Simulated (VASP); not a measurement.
# Al4Pt (P-3m1) in VASP: further runs, part 2 of 2

VASP 6.6.1.

## Step 6: Relaxation of cell and atoms, PBE

This run uses another cell than the first one, of 16.20 Å³/atom, 1.151 times its volume.

File INCAR:

```
SYSTEM = Al4Pt
  ALGO = Fast
  EDIFF = 1E-7
  EDIFFG = -0.01
  ENCUT = 600
  GGA = PE
  IBRION = 2
  ISIF = 3
  ISMEAR = 0
  LASPH = .True.
  LCHARG = .False.
  LREAL = .False.
  LWAVE = .False.
  NELM = 100
  NSW = 100
  PREC = Accurate
  SIGMA = 0.1
```

File KPOINTS:

```
k-points
0
Gamma
  12 12 4
  0 0 0
```

File POSCAR:

```
Al4Pt
1.0
    2.8805833666      0.0000000000      0.0000000000
   -1.4402916833      2.4946583732      0.0000000000
    0.0000000000      0.0000000000     11.2708086785
Al Pt
4 1
Direct
    0.3333333333      0.6666666667      0.8164129386
    0.3333333333      0.6666666667      0.3895006779
    0.6666666667      0.3333333333      0.1835870614
    0.6666666667      0.3333333333      0.6104993221
    0.0000000000      0.0000000000      0.0000000000
```

Potentials or basis: VASP PAW PBE potentials, release 64 (Al, Pt).

Command:

```sh
$ cat potpaw_PBE.64/Al/POTCAR potpaw_PBE.64/Pt/POTCAR > POTCAR
$ mpirun -np 1 vasp_std > vasp.out
```

OUTCAR:

```text
SYSTEM = Al4Pt
   EDIFF = 1E-7
   EDIFFG = -0.01
   ENCUT = 600
   GGA = PE
   IBRION = 2
   ISIF = 3
   ISMEAR = 0
   LASPH = .True.
   LREAL = .False.
   NELM = 100
   NSW = 100
   PREC = Accurate

 ion  position               nearest neighbor table
   1  0.333  0.667  0.816-   5 2.65   5 2.65   5 2.65   4 2.86   4 2.86   4 2.86
   2  0.333  0.667  0.390-   3 2.86   3 2.86   3 2.86   4 3.00   4 3.00   4 3.00
   3  0.667  0.333  0.184-   5 2.65   5 2.65   5 2.65   2 2.86   2 2.86   2 2.86
   4  0.667  0.333  0.610-   1 2.86   1 2.86   1 2.86   2 3.00   2 3.00   2 3.00
   5  0.000  0.000  0.000-   1 2.65   3 2.65   3 2.65   1 2.65   3 2.65   1 2.65

  LATTYP: Found a hexagonal cell.
 ALAT       =     2.8805833666
 C/A-ratio  =     3.9126826910

  Lattice vectors:

 A1 = (   2.8805833666,   0.0000000000,   0.0000000000)
 A2 = (  -1.4402916833,   2.4946583732,   0.0000000000)
 A3 = (   0.0000000000,   0.0000000000,  11.2708086785)

Analysis of symmetry for initial positions (statically):
=====================================================================
 Subroutine PRICEL returns:
 Original cell was already a primitive cell.

 Routine SETGRP: Setting up the symmetry group for a
 hexagonal supercell.

 Subroutine GETGRP returns: Found 12 space group operations
 (whereof 12 operations were pure point group operations)
 out of a pool of 24 trial point group operations.

The static configuration has the point symmetry D_3d.

Analysis of symmetry for dynamics (positions and initial velocities):
=====================================================================
 Subroutine PRICEL returns:
 Original cell was already a primitive cell.

 Routine SETGRP: Setting up the symmetry group for a
 hexagonal supercell.

 Subroutine GETGRP returns: Found 12 space group operations
 (whereof 12 operations were pure point group operations)
 out of a pool of 24 trial point group operations.

The dynamic configuration has the point symmetry D_3d.

 Subroutine INISYM returns: Found 12 space group operations
[... 160 lines left out ...]
  --------------------------------------------------------------------------------------
  -------------------------------------------------------------------------------------
  Total        0.2946693      0.2946693     -1.1292416      0.0000000      0.0000000      0.0000000
  in kB        5.8290654      5.8290654    -22.3383370      0.0000000      0.0000000      0.0000000
  external PRESSURE =      -3.5600687 kB  Pullay stress =       0.0000000 kB
[... 98 lines left out ...]
  FREE ENERGIE OF THE ION-ELECTRON SYSTEM (eV)
  ---------------------------------------------------
  free  energy   TOTEN  =       -22.5153820392 eV

  energy  without entropy=      -22.5076421109  energy(sigma->0) =      -22.51151208

[... ionic steps 4 to 8 ...]

--------------------------------------- Ionic step        9  -------------------------------------------

 number of electron      22.0000000 magnetization

------------------------ aborting loop because EDIFF is reached ----------------------------------------
[... 73 lines left out ...]
--------------------------------------- Ionic step       11  -------------------------------------------

 number of electron      22.0000000 magnetization

 Free energy of the ion-electron system (eV)
  ---------------------------------------------------
  ext. energy  EPLUGINS =         0.00000000
  ---------------------------------------------------
  free energy    TOTEN  =       -22.52559762 eV

  energy without entropy =      -22.51673760  energy(sigma->0) =      -22.52116761

 E-fermi :   8.6473     XC(G=0): -10.8157

 val. band max:        8.6419689200   @ k =   0.3333   0.2500   0.0000
 cond. band min:       8.6515415361   @ k =   0.2500   0.1667   0.2500
 fundamental gap:      0.0095726161
 Fermi energy:         8.6472986524

 k-point     1 :       0.0000    0.0000    0.0000
  band No.  band energies     occupation
      1      -2.3683      2.00000
      2      -1.0679      2.00000
      3      -1.0406      2.00000
      4       1.8996      2.00000
      5       2.6487      2.00000
      6       4.3276      2.00000
      7       4.9152      2.00000
      8       4.9152      2.00000
      9       6.2594      2.00000
     10       6.2594      2.00000
     11       8.5976      1.51822
     12      10.4829      0.00000
     13      16.2178      0.00000
     14      18.2880      0.00000
[... 401 lines left out ...]
      2      -0.9547      2.00000
      3       0.2825      2.00000
      4       1.9172      2.00000
      5       3.2999      2.00000
      6       4.4346      2.00000
      7       4.8260      2.00000
      8       5.4946      2.00000
      9       6.0882      2.00000
     10       6.1855      2.00000
     11       8.5891      1.58933
     12      11.9617      0.00000
     13      13.6799      0.00000
     14      14.5905      0.00000
     15      15.4513      0.00000

 [... further k-points ...]

------------------------ aborting loop because EDIFF is reached ----------------------------------------

  FORCE on cell =-STRESS in cart. coord.  units (eV):
  Direction    XX          YY          ZZ          XY          YZ          ZX
  --------------------------------------------------------------------------------------
  -------------------------------------------------------------------------------------
  Total        0.0359169      0.0359169     -0.0227871     -0.0000000     -0.0000000      0.0000000
  in kB        0.7131838      0.7131838     -0.4524725     -0.0000000     -0.0000000      0.0000000
  external PRESSURE =       0.3246317 kB  Pullay stress =       0.0000000 kB
[... 20 lines left out ...]
  FREE ENERGIE OF THE ION-ELECTRON SYSTEM (eV)
  ---------------------------------------------------
  free  energy   TOTEN  =       -22.5255976229 eV

  energy  without entropy=      -22.5167375959  energy(sigma->0) =      -22.52116761

 reached required accuracy - stopping structural energy minimisation
```

OSZICAR:

```text
N       E                     dE             d eps       ncg     rms          rms(c)
DAV:   1     0.678351179238E+02    0.67835E+02   -0.98611E+03  2078   0.139E+03
DAV:   2    -0.202688319309E+02   -0.88104E+02   -0.84841E+02  2584   0.197E+02
DAV:   3    -0.237177687054E+02   -0.34489E+01   -0.33614E+01  2836   0.351E+01
[... 103 lines left out ...]
RMM:   2    -0.225256506066E+02    0.12851E-03   -0.32776E-04  2089   0.103E-01    0.388E-02
RMM:   3    -0.225256114715E+02    0.39135E-04   -0.79333E-05  2072   0.638E-02    0.207E-02
RMM:   4    -0.225255975577E+02    0.13914E-04   -0.33219E-05  2077   0.342E-02    0.534E-03
RMM:   5    -0.225255976184E+02   -0.60697E-07   -0.46603E-06  2109   0.127E-02    0.302E-03
RMM:   6    -0.225255976229E+02   -0.44777E-08   -0.57927E-07  1551   0.438E-03
  11 F= -.22525598E+02 E0= -.22521168E+02  d E =-.153886E-03
```

It took 4.3 min on 1 thread of Intel Xeon 6975P-C (Granite Rapids), shared host; peak memory 0.3 GiB.

Results:

```
Free energy                            : -22.5256 eV
Relaxed volume                         : 16.14 Å³/atom
Relaxed cell                           : a = 2.907 Å, b = 2.907 Å, c = 11.028 Å, α = 90.00°, β = 90.00°, γ = 120.00°
Space group after relaxing (to 0.05 Å) : P-3m1 (No. 164)
Energy gained by relaxing              : 5.9 meV/atom
Ionic steps                            : 11
Pressure after relaxing                : 0.0 GPa
Largest force after relaxing           : 0.008 eV/Å
Band gap on the k mesh                 : zero (band 11 reaches 10.57 eV, above the bottom of band 12 at 7.90 eV)
```

Forces on the atoms (eV/Å):
```
Al   0.000  0.000 -0.007
Al   0.000  0.000  0.008
Al   0.000  0.000  0.007
Al   0.000  0.000 -0.008
Pt   0.000  0.000  0.000
```

The path:
| step | energy change (eV) | largest force (eV/Å) | pressure (GPa) | volume (Å³) |
| --- | --- | --- | --- | --- |
| 1 | 0.0000 | 0.1995 | -0.36 | 80.99 |
| 2 | -0.0148 | 0.1816 | 0.45 | 80.57 |
| 3 | -0.0191 | 0.1581 | 1.16 | 80.22 |
| 4 | -0.0250 | 0.1082 | -0.07 | 81.11 |
| 5 | -0.0250 | 0.1079 | -0.09 | 81.13 |
| 6 | -0.0270 | 0.0698 | -0.20 | 81.10 |
| 7 | -0.0286 | 0.0207 | -0.41 | 81.04 |
| 8 | -0.0289 | 0.0203 | 0.36 | 80.43 |
| 9 | -0.0291 | 0.0113 | 0.07 | 80.66 |
| 10 | -0.0291 | 0.0109 | 0.05 | 80.67 |
| 11 | -0.0293 | 0.0077 | 0.03 | 80.69 |

Final structure:
```
Al Pt
1.0
     2.90669    0.00000    0.00000
    -1.45335    2.51727    0.00000
     0.00000    0.00000   11.02753
Al Pt
4 1
Cartesian
  0.0000 1.6782 8.9923
  0.0000 1.6782 4.3432
  1.4533 0.8391 2.0353
  1.4533 0.8391 6.6843
  0.0000 0.0000 0.0000
```

Caveat: spin-orbit coupling is left out, which moves the levels of the heavy elements.

## Step 7: Overview

| task | cell | k mesh | cutoff (eV) | gap on the mesh (eV) | pressure (GPa) | relaxed volume (Å³/atom) | largest force (eV/Å) |
| --- | --- | --- | --- | --- | --- | --- | --- |
| single point | a = 2.934, b = 2.934, c = 9.436 Å, angles 90.0, 90.0, 120.0°, 5 atoms | 6 × 6 × 2 | 520 | none | 72.5 | - | 11.57 |
| single point | a = 2.881, b = 2.881, c = 11.271 Å, angles 90.0, 90.0, 120.0°, 5 atoms | 6 × 6 × 2 | 520 | none | 0.0 | - | 0.01 |
| relaxation of cell and atoms | relaxed from a = 2.934, b = 2.934, c = 9.436 Å, angles 90.0, 90.0, 120.0°, 5 atoms | 6 × 6 × 2 | 600 | none | 0.1 | 16.19 | 0.02 |
| single point | a = 2.909, b = 2.909, c = 11.018 Å, angles 90.0, 90.0, 120.0°, 5 atoms | 12 × 12 × 4 | 520 | none | -0.1 | - | 0.01 |
| relaxation of cell and atoms | relaxed from a = 2.881, b = 2.881, c = 11.271 Å, angles 90.0, 90.0, 120.0°, 5 atoms | 12 × 12 × 4 | 600 | none | 0.0 | 16.14 | 0.01 |

Alike in all rows: level PBE; potentials or basis VASP PAW PBE potentials, release 64 (Al, Pt); no spin polarisation; smearing gaussian 0.1 eV.

Caveats: some runs use coarse meshes; spin-orbit coupling is left out, which moves the levels of the heavy elements; forces of over 1 eV/Å act on the atoms, so gaps and moduli don't describe the material at rest (some runs); the volume moved by over 15 % at a fixed basis, so the end points are rough (some runs).

Absolute energies hang on the potentials; compare differences alone.
